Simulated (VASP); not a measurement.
# MnO2 (P4_2/mnm) in VASP: further runs

Runs on MnO2. Level: PBE. Tasks: single point.

Everything below comes from runs of VASP 6.6.1. Logs are shortened: lines on timing, memory, paths and dates and some standing lists are left out, and cuts for length are marked.

## 1. The cell of the first run

Symmetry: P4_2/mnm, No. 136, tetragonal system. Conventional cell: a = 4.398 Å, b = 4.398 Å, c = 2.873 Å, α = 90.00°, β = 90.00°, γ = 90.00°. Within 2.5 Å of Mn (site symmetry mmm) lie 6 O at 1.88 to 1.90 Å. O (site symmetry m2m) has 3 Mn at 1.88 to 1.90 Å and 1 O at 2.42 Å within 2.5 Å.

## 2. Single point, PBE

File INCAR:

```
SYSTEM = MnO2
PREC = Accurate
ENCUT = 520
EDIFF = 1E-6
ISMEAR = -1
SIGMA = 0.02
LREAL = .False.
LASPH = .True.
NELM = 80
ALGO = Normal
ISIF = 2
LWAVE = .False.
LCHARG = .False.
GGA = PE
NBANDS = 34
```

File KPOINTS:

```
Automatic mesh
0
Gamma
  5 5 7
  0 0 0
```

File POSCAR:

```
MnO2
1.0
    4.3983000000      0.0000000000      0.0000000000
    0.0000000000      4.3983000000      0.0000000000
    0.0000000000      0.0000000000      2.8730000000
Mn O
2 4
Direct
    0.0000000000      0.0000000000      0.0000000000
    0.5000000000      0.5000000000      0.5000000000
    0.3051500000      0.3051500000      0.0000000000
    0.1948500000      0.8051500000      0.5000000000
    0.6948500000      0.6948500000      0.0000000000
    0.8051500000      0.1948500000      0.5000000000
```

Potentials or basis: VASP PAW PBE potentials, release 64 (Mn_pv, O).

Run with:

```console
cat potpaw_PBE.64/Mn_pv/POTCAR potpaw_PBE.64/O/POTCAR > POTCAR
mpirun -np 1 vasp_std > vasp.out
```

OUTCAR:

```text
SYSTEM = MnO2
   PREC = Accurate
   ENCUT = 520
   EDIFF = 1E-6
   ISMEAR = -1
   LREAL = .False.
   LASPH = .True.
   NELM = 80
   ISIF = 2
   GGA = PE

 ion  position               nearest neighbor table
   1  0.000  0.000  0.000-   4 1.88   6 1.88   4 1.88   6 1.88   5 1.90   3 1.90
   2  0.500  0.500  0.500-   3 1.88   5 1.88   3 1.88   5 1.88   4 1.90   6 1.90
   3  0.305  0.305  0.000-   2 1.88   2 1.88   1 1.90
   4  0.195  0.805  0.500-   1 1.88   1 1.88   2 1.90
   5  0.695  0.695  0.000-   2 1.88   2 1.88   1 1.90
   6  0.805  0.195  0.500-   1 1.88   1 1.88   2 1.90

  LATTYP: Found a simple tetragonal cell.
 ALAT       =     4.3983000000
 C/A-ratio  =     0.6532069209

  Lattice vectors:

 A1 = (   4.3983000000,   0.0000000000,   0.0000000000)
 A2 = (   0.0000000000,   4.3983000000,   0.0000000000)
 A3 = (   0.0000000000,   0.0000000000,   2.8730000000)

Analysis of symmetry for initial positions (statically):
=====================================================================
 Subroutine PRICEL returns:
 Original cell was already a primitive cell.

 Routine SETGRP: Setting up the symmetry group for a
 simple tetragonal supercell.

 Subroutine GETGRP returns: Found 16 space group operations
 (whereof  8 operations were pure point group operations)
 out of a pool of 16 trial point group operations.

The static configuration has the point symmetry D_2h.
 The point group associated with its full space group is D_4h.

Analysis of symmetry for dynamics (positions and initial velocities):
=====================================================================
 Subroutine PRICEL returns:
 Original cell was already a primitive cell.

 Routine SETGRP: Setting up the symmetry group for a
 simple tetragonal supercell.

 Subroutine GETGRP returns: Found 16 space group operations
 (whereof  8 operations were pure point group operations)
 out of a pool of 16 trial point group operations.

The dynamic configuration has the point symmetry D_2h.
 The point group associated with its full space group is D_4h.

 Subroutine INISYM returns: Found 16 space group operations
 (whereof  8 operations are pure point group operations),
 and found     1 'primitive' translations

----------------------------------------------------------------------------------------

                                     Primitive cell

  volume of cell :      55.5783

  direct lattice vectors                    reciprocal lattice vectors
     4.398300000  0.000000000  0.000000000     0.227360571  0.000000000  0.000000000
     0.000000000  4.398300000  0.000000000     0.000000000  0.227360571  0.000000000
     0.000000000  0.000000000  2.873000000     0.000000000  0.000000000  0.348068221

  length of vectors
     4.398300000  4.398300000  2.873000000     0.227360571  0.227360571  0.348068221

  position of ions in fractional coordinates (direct lattice)
     0.000000000  0.000000000  0.000000000
     0.500000000  0.500000000  0.500000000
     0.305150000  0.305150000  0.000000000
     0.194850000  0.805150000  0.500000000
     0.694850000  0.694850000  0.000000000
     0.805150000  0.194850000  0.500000000

  ion indices of the primitive-cell ions
   primitive index   ion index
                 1           1
                 2           2
                 3           3
                 4           4
                 5           5
                 6           6

----------------------------------------------------------------------------------------

 KPOINTS: Automatic mesh

Automatic generation of k-mesh.
 Grid dimensions read from file:
 generate k-points for:    5    5    7

 Generating k-lattice:

  Cartesian coordinates                     Fractional coordinates (reciprocal lattice)
     0.045472114  0.000000000  0.000000000     0.200000000  0.000000000  0.000000000
     0.000000000  0.045472114  0.000000000     0.000000000  0.200000000  0.000000000
     0.000000000  0.000000000  0.049724032     0.000000000  0.000000000  0.142857143

  Length of vectors
     0.045472114  0.045472114  0.049724032

  Shift w.r.t. Gamma in fractional coordinates (k-lattice)
     0.000000000  0.000000000  0.000000000

 Subroutine IBZKPT returns following result:
 ===========================================

 Found     24 irreducible k-points:

 Following reciprocal coordinates:
            Coordinates               Weight
  0.000000  0.000000  0.000000      1.000000
  0.200000  0.000000  0.000000      4.000000
  0.400000  0.000000  0.000000      4.000000
  0.200000  0.200000  0.000000      4.000000
  0.400000  0.200000  0.000000      8.000000
  0.400000  0.400000  0.000000      4.000000
[... 16 lines left out ...]
  0.400000  0.200000  0.428571     16.000000
  0.400000  0.400000  0.428571      8.000000
   k-points           NKPTS =     24   k-points in BZ     NKDIM =     24   number of bands    NBANDS=     34
   number of dos      NEDOS =    301   number of ions     NIONS =      6
   total plane-waves  NPLWV =  31104
   dimension x,y,z NGX =    36 NGY =   36 NGZ =   24
   dimension x,y,z NGXF=    72 NGYF=   72 NGZF=   48
   ions per type =               2   4
   NGX,Y,Z   is equivalent  to a cutoff of  13.61, 13.61, 13.89 a.u.
   NGXF,Y,Z  is equivalent  to a cutoff of  27.21, 27.21, 27.78 a.u.
 SYSTEM =  MnO2
   PREC   = accura    normal or accurate (medium, high low for compatibility)
   ISTART =      0    job   : 0-new  1-cont  2-samecut
   ICHARG =      2    charge: 1-file 2-atom 10-const
   ISPIN  =      1    spin polarized calculation?
   LNONCOLLINEAR =      F non collinear calculations
   LSORBIT =      F    spin-orbit coupling
   LASPH  =      T    aspherical Exc in radial PAW
   ENCUT  =  520.0 eV  38.22 Ry    6.18 a.u.   8.18  8.18  5.34*2*pi/ulx,y,z
   NELM   =     80;   NELMIN=  2; NELMDL= -5     # of ELM steps
   EDIFF  = 0.1E-05   stopping-criterion for ELM
   LREAL  =      F    real-space projection
   EDIFFG = 0.1E-04   stopping-criterion for IOM
   NSW    =      0    number of steps for IOM
   IBRION =     -1    ionic relax: 0-MD 1-quasi-New 2-CG
   NFREE  =      0    steps in history (QN), initial steepest desc. (CG)
   ISIF   =      2    stress and relaxation
   ISYM   =      2    0-nonsym 1-usesym 2-fastsym
   POTIM  = 0.5000    time-step for ionic-motion
   TEBEG  =    0.0;   TEEND  =   0.0 temperature during run
   PSTRESS=    0.0 pullay stress
   NELECT =      50.0000    total number of electrons
   NUPDOWN=      -1.0000    fix difference up-down
   EMIN   =  10.00;   EMAX   =-10.00  energy-range for DOS
   EFERMI =   0.00;   METHOD = LEGACY
   ISMEAR =    -1;   SIGMA  =   0.02  broadening in eV -4-tet -1-fermi 0-gaus
   EFERMI_NEDOS =   21; number of points for ismear=-14 and -15
   IALGO  =     38    algorithm
   IMIX   =      4    mixing-type and parameters
     AMIX     =   0.40;   BMIX     =  1.00
     AMIX_MAG =   1.60;   BMIX_MAG =  1.00
  volume/ion in A,a.u.               =       9.26        62.51
  Fermi-wavevector in a.u.,A,eV,Ry     =   1.580386  2.986496 33.982164  2.497619
  Thomas-Fermi vector in A             =   2.680621
   LORBIT       =      0    0 simple, 1 ext, 2 COOP (PROOUT), +10 PAW based schemes
   GGA     = PE    functional components
[... 5 lines left out ...]
 non-spin polarized calculation
  energy-cutoff  :      520.00
  volume of cell :       55.58
 maximum number of plane-waves:      1510
 NGX is ok and might be reduce to    36
   NGX = 17   NGY = 17   NGZ = 11

 number of electron      49.9999968 magnetization

 Free energy of the ion-electron system (eV)
  ---------------------------------------------------
  ext. energy  EPLUGINS =         0.00000000
  ---------------------------------------------------
  free energy    TOTEN  =       -46.40476128 eV

  energy without entropy =      -46.39027138  energy(sigma->0) =      -46.39751633

 E-fermi :   5.3499     XC(G=0): -12.0469

 val. band max:        5.3495730980   @ k =   0.4000   0.0000   0.0000
 cond. band min:       5.3525218454   @ k =   0.4000   0.2000   0.4286
 fundamental gap:      0.0029487474
 Fermi energy:         5.3499352530

 k-point     1 :       0.0000    0.0000    0.0000
  band No.  band energies     occupation
      1     -43.5616      2.00000
      2     -43.5616      2.00000
      3     -43.4135      2.00000
      4     -43.4135      2.00000
      5     -43.3215      2.00000
      6     -43.3125      2.00000
[... 26 lines left out ...]
     33      13.1655      0.00000
     34      16.6333      0.00000

 k-point     2 :       0.2000    0.0000    0.0000
  band No.  band energies     occupation
      1     -43.5612      2.00000
      2     -43.5612      2.00000
      3     -43.4142      2.00000
      4     -43.4141      2.00000
      5     -43.3206      2.00000
      6     -43.3134      2.00000
[... 26 lines left out ...]
     33      13.6878      0.00000
     34      16.5907      0.00000

 k-point     3 :       0.4000    0.0000    0.0000
  band No.  band energies     occupation
      1     -43.5604      2.00000
      2     -43.5604      2.00000
      3     -43.4151      2.00000
      4     -43.4151      2.00000
      5     -43.3184      2.00000
      6     -43.3156      2.00000
[... 26 lines left out ...]
     33      14.8769      0.00000
     34      16.0446      0.00000

 k-point     4 :       0.2000    0.2000    0.0000
  band No.  band energies     occupation
      1     -43.5619      2.00000
      2     -43.5603      2.00000
      3     -43.4151      2.00000
      4     -43.4135      2.00000
      5     -43.3199      2.00000
      6     -43.3141      2.00000
[... 26 lines left out ...]
     33      14.1703      0.00000
     34      16.8145      0.00000

 k-point     5 :       0.4000    0.2000    0.0000
  band No.  band energies     occupation
      1     -43.5615      2.00000
      2     -43.5605      2.00000
      3     -43.4151      2.00000
      4     -43.4141      2.00000
      5     -43.3181      2.00000
      6     -43.3159      2.00000
[... 621 lines left out ...]
 k-point    22 :       0.2000    0.2000    0.4286
  band No.  band energies     occupation
      1     -43.5529      2.00000
      2     -43.5521      2.00000
      3     -43.4319      2.00000
      4     -43.4299      2.00000
      5     -43.3966      2.00000
      6     -43.3958      2.00000
[... 26 lines left out ...]
     33      17.0528      0.00000
     34      18.4599      0.00000

 k-point    23 :       0.4000    0.2000    0.4286
  band No.  band energies     occupation
      1     -43.5530      2.00000
      2     -43.5525      2.00000
      3     -43.4315      2.00000
      4     -43.4303      2.00000
      5     -43.3963      2.00000
      6     -43.3959      2.00000
[... 26 lines left out ...]
     33      17.1987      0.00000
     34      17.8701      0.00000

 k-point    24 :       0.4000    0.4000    0.4286
  band No.  band energies     occupation
      1     -43.5526      2.00000
      2     -43.5523      2.00000
      3     -43.4312      2.00000
      4     -43.4306      2.00000
      5     -43.3967      2.00000
      6     -43.3964      2.00000
[... 26 lines left out ...]
     33      17.0441      0.00000
     34      17.3726      0.00000

------------------------ aborting loop because EDIFF is reached ----------------------------------------

  FORCE on cell =-STRESS in cart. coord.  units (eV):
  Direction    XX          YY          ZZ          XY          YZ          ZX
  --------------------------------------------------------------------------------------
  -------------------------------------------------------------------------------------
  Total       -1.1366007     -1.1366007     -3.3697733     -0.0000000      0.0000000      0.0000000
  in kB      -32.7652271    -32.7652271    -97.1417544     -0.0000000      0.0000000      0.0000000
  external PRESSURE =     -54.2240695 kB  Pullay stress =       0.0000000 kB

 VOLUME and BASIS-vectors are now :
 -----------------------------------------------------------------------------
  energy-cutoff  :      520.00
  volume of cell :       55.58
      direct lattice vectors                 reciprocal lattice vectors
     4.398300000  0.000000000  0.000000000     0.227360571  0.000000000  0.000000000
     0.000000000  4.398300000  0.000000000     0.000000000  0.227360571  0.000000000
     0.000000000  0.000000000  2.873000000     0.000000000  0.000000000  0.348068221

 POSITION                                       TOTAL-FORCE (eV/Angst)
 -----------------------------------------------------------------------------------
      0.00000      0.00000      0.00000        -0.000000     -0.000000      0.000000
      2.19915      2.19915      1.43650        -0.000000     -0.000000      0.000000
      1.34214      1.34214      0.00000        -0.239554     -0.239554     -0.000000
      0.85701      3.54129      1.43650         0.239554     -0.239554     -0.000000
      3.05616      3.05616      0.00000         0.239554      0.239554      0.000000
      3.54129      0.85701      1.43650        -0.239554      0.239554      0.000000
 -----------------------------------------------------------------------------------
    total drift:                                0.000000      0.000000      0.000000

  FREE ENERGIE OF THE ION-ELECTRON SYSTEM (eV)
  ---------------------------------------------------
  free  energy   TOTEN  =       -46.4047612778 eV

  energy  without entropy=      -46.3902713806  energy(sigma->0) =      -46.39751633
```

Wall time 36 s (1 thread of Intel Xeon 6975P-C, shared host); peak memory 0.19 GiB.

Results:

* Free energy: -46.4048 eV
* Pressure: -5.4 GPa
* Largest force: 0.339 eV/Å
* Band gap on the k mesh: zero (band 25 reaches 5.54 eV, above the bottom of band 26 at 4.80 eV)

Forces on the atoms (eV/Å):
```
Mn   0.000  0.000  0.000
Mn   0.000  0.000  0.000
O   -0.240 -0.240  0.000
O    0.240 -0.240  0.000
O    0.240  0.240  0.000
O   -0.240  0.240  0.000
```

Caveat: the run has no spin polarisation, though such a crystal can be magnetic; semilocal functionals often make such compounds metallic where correlation or magnetic order opens a gap, which also shifts bond lengths. With open d or f shells a metallic result of PBE can be an artefact of self-interaction; +U or a hybrid may open a gap.

[end of part 1 of 2]
